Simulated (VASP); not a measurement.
Mn:

```xyz
2
Lattice="0.0000 2.4595 2.4595 2.4595 0.0000 2.4595 2.4595 2.4595 0.0000" Properties=species:S:1:pos:R:3 pbc="T T T"
Mn    2.4595    2.4595    2.4595
Mn    3.6892    3.6892    3.6892
```

* Program: VASP 6.6.1
* Task: relaxation of cell and atoms
* Functional: PBEsol
* Potentials or basis: VASP PAW PBE potentials, release 64 (Mn_pv)
* Cutoff: 600 eV
* k mesh: 20 × 20 × 20
* Occupations: gaussian, width 0.1 eV
* Spin: no spin polarisation

At the start: pressure -3.0 GPa; volume 14.88 Å³/atom.

Question: How do energy, volume and symmetry change on relaxing?

Answer: Over 3 steps the energy falls by 2.6 meV/atom and the volume is 14.60 Å³/atom (-1.9 %); space group Fd-3m (No. 227, to 0.05 Å).

Step by step:
```csv
step,energy change (eV),largest force (eV/Å),pressure (GPa),volume (Å³)
1,0.0000,0.0000,-2.98,29.76
2,0.0017,0.0000,3.69,28.58
3,-0.0053,0.0000,-0.02,29.20
```

Final structure:
```xyz
2
Lattice="0.0000 2.4440 2.4440 2.4440 0.0000 2.4440 2.4440 2.4440 0.0000" Properties=species:S:1:pos:R:3 pbc="T T T"
Mn    2.4440    2.4440    2.4440
Mn    3.6660    3.6660    3.6660
```

Caveat: the PAW data sets were made with another functional, which shifts forces and pressure a little; the run has no spin polarisation, though such a crystal can be magnetic.
